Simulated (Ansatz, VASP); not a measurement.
# Na4I: VASP beside Ansatz

```
Na I
1.0
     6.06716    0.00000    0.00000
     0.00000    6.06716    0.00000
     0.00000    0.00000    6.06716
Na I
4 1
Direct
  0.50000 0.00000 0.00000
  0.00000 0.50000 0.00000
  0.00000 0.00000 0.50000
  0.00000 0.00000 0.00000
  0.50000 0.50000 0.50000
```

Alike in both runs: functional PBE; k mesh 4 × 4 × 4; occupations gaussian, width 0.1 eV; no spin polarisation.

Ansatz relaxed the structure, and its values are those at the end. VASP's run is a single point on that final structure, the one shown.

|  | VASP | Ansatz |
| --- | --- | --- |
| version | VASP 6.6.1 | Ansatz 0.2.0 |
| potentials or method | VASP PAW PBE potentials, release 64 (Na_pv, I), cutoff 520 eV | scalar-relativistic, plane waves, PAW |
| valence electrons in the cell | 35 | 53 |

|  | VASP | Ansatz | Ansatz less VASP |
| --- | --- | --- | --- |
| gap on the k mesh at the Fermi level (eV) | none | none | - |
| pressure (GPa) | 0.0 | 0.0 | 0.00 |

A gap of «none» marks a metal or a gap that the smearing closes. VASP's potentials hold 35 valence electrons a cell and Ansatz's 53, so a difference there can come from the potentials and not from the codes.

Neither program's run includes spin-orbit coupling.
